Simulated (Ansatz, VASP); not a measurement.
# Two plane-wave programs on Sb

INCAR

```
SYSTEM = Sb
PREC = Accurate
ENCUT = 520
EDIFF = 1E-7
ISMEAR = 0
SIGMA = 0.1
LREAL = .False.
LASPH = .True.
NELM = 100
ALGO = Normal
ISIF = 2
LWAVE = .False.
LCHARG = .False.
GGA = PS
NBANDS = 12
```

Contents of KPOINTS:

```
Automatic mesh
0
Gamma
  6 4 4
  0 0 0
```

Contents of POSCAR:

```
Sb
1.0
    3.1224020000      0.0000000000      0.0000000000
    0.0000000000      4.3475180000      0.0000000000
   -0.0389150000      0.0000000000      4.4058520000
Sb
2
Direct
    0.9886110000      0.7500000000      0.7588340000
    0.0113890000      0.2500000000      0.2411660000
```

Input for Ansatz:

```yaml
crystal:
  lattice:
    - [3.122402, 0.0, 0.0]
    - [0.0, 4.347518, 0.0]
    - [-0.038915, 0.0, 4.405852]
  atoms:
    - { symbol: Sb, position: [0.988611, 0.75, 0.758834] }
    - { symbol: Sb, position: [0.011389, 0.25, 0.241166] }
basis:
  ecutwfc: 420
kpoints:
  mp_grid: { grid: [6, 4, 4] }
hamiltonian:
  xc: pbesol
scf:
  occupations: { method: gaussian, width: 0.1 }
output:
  forces: true
  stress: true
  eigenvalues: true
```

Alike in both runs: task single point; functional PBEsol; k mesh 6 × 4 × 4; occupations gaussian, width 0.1 eV; no spin polarisation.

|  | VASP | Ansatz |
| --- | --- | --- |
| version | VASP 6.6.1 | Ansatz 0.2.0 |
| potentials or method | VASP PAW PBE potentials, release 64 (Sb), cutoff 520 eV | scalar-relativistic, plane waves, PAW |
| valence electrons in the cell | 10 | 30 |

|  | VASP | Ansatz | Ansatz less VASP |
| --- | --- | --- | --- |
| gap on the k mesh at the Fermi level (eV) | none | none | - |
| pressure (GPa) | -1.8 | -1.9 | -0.09 |
| traceless stress, the component that is largest in VASP (GPa) | -3.99 | -3.98 | +0.002 |
| rms of the force components (eV/Å) | 0.037 | 0.032 | -0.0055 |

VASP's potentials were made for PBE, not for PBEsol. Atom by atom the forces differ by 0.007 eV/Å (rms over components). A gap of «none» marks a metal or a gap that the smearing closes. With one functional, cell and mesh, what is left measures potentials, basis and numerics. VASP's potentials hold 10 valence electrons a cell and Ansatz's 30, so a difference there can come from the potentials and not from the codes.

The k mesh is coarse, so the values compare programs but aren't converged. Neither program's run includes spin-orbit coupling.
